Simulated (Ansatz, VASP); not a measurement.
Two plane-wave programs on PbSe

```
Pb Se
1.0
     0.00000    3.05155    3.05155
     3.05155    0.00000    3.05155
     3.05155    3.05155    0.00000
Pb Se
1 1
Direct
  0.00000 0.00000 0.00000
  0.50000 0.50000 0.50000
```

Alike in both runs: task single point; functional PBEsol; k mesh 4 × 4 × 4; occupations gaussian, width 0.01 eV; no spin polarisation.

```csv
,VASP,Ansatz
version,VASP 6.6.1,Ansatz 0.2.0
potentials or method,"VASP PAW PBE potentials, release 64 (Pb_d, Se), cutoff 520 eV","scalar-relativistic, plane waves, PAW"
valence electrons in the cell,20,30
```

|  | VASP | Ansatz | Ansatz less VASP |
| --- | --- | --- | --- |
| gap on the k mesh at the Fermi level (eV) | 0.17 | 0.17 | -0.003 |
| least direct gap on the mesh (eV) | 0.17 | 0.17 | -0.003 |
| pressure (GPa) | 0.0 | 0.0 | +0.01 |

VASP's potentials were made for PBE, not for PBEsol. VASP's potentials hold 20 valence electrons a cell and Ansatz's 30, so a difference there can come from the potentials and not from the codes.

The k mesh is coarse, so the values compare programs but aren't converged. Neither program's run includes spin-orbit coupling.
